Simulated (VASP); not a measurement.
Runs of VASP 6.6.1 on As. The structure is that of space group P6_3/mmc (No. 194), or close to it. The cells are those of the table. 

| task | cell | cutoff (eV) | gap on the mesh (eV) | pressure (GPa) |
| --- | --- | --- | --- | --- |
| single point | a = 2.293, b = 2.293, c = 3.650 Å, angles 90.0, 90.0, 120.0°, 2 atoms | 520 | none | 429.3 |
| relaxation of cell and atoms | relaxed to 410 GPa from a = 2.282, b = 2.282, c = 3.697 Å, angles 90.0, 90.0, 120.0°, 2 atoms | 600 | none | 410.0 |
| relaxation of cell and atoms | relaxed to 410 GPa from a = 2.293, b = 2.293, c = 3.650 Å, angles 90.0, 90.0, 120.0°, 2 atoms | 600 | none | 410.0 |
| single point | a = 2.293, b = 2.293, c = 3.649 Å, angles 90.0, 90.0, 120.0°, 2 atoms | 520 | none | (a) |

Alike in all rows: level PBE; potentials or basis VASP PAW PBE potentials, release 64 (As); no spin polarisation; k mesh 19 × 19 × 11; smearing fermi-dirac 0.1 eV.

Task: Estimate the missing entries.

Result: (a) 429.7.

Caveats: the cell is relaxed towards a set pressure, so the enthalpy falls and the energy may rise (some runs).

A k mesh can miss the band edges, and the runs leave out spin-orbit coupling on As.

A gap of «none» marks levels without a gap at the run's occupations.
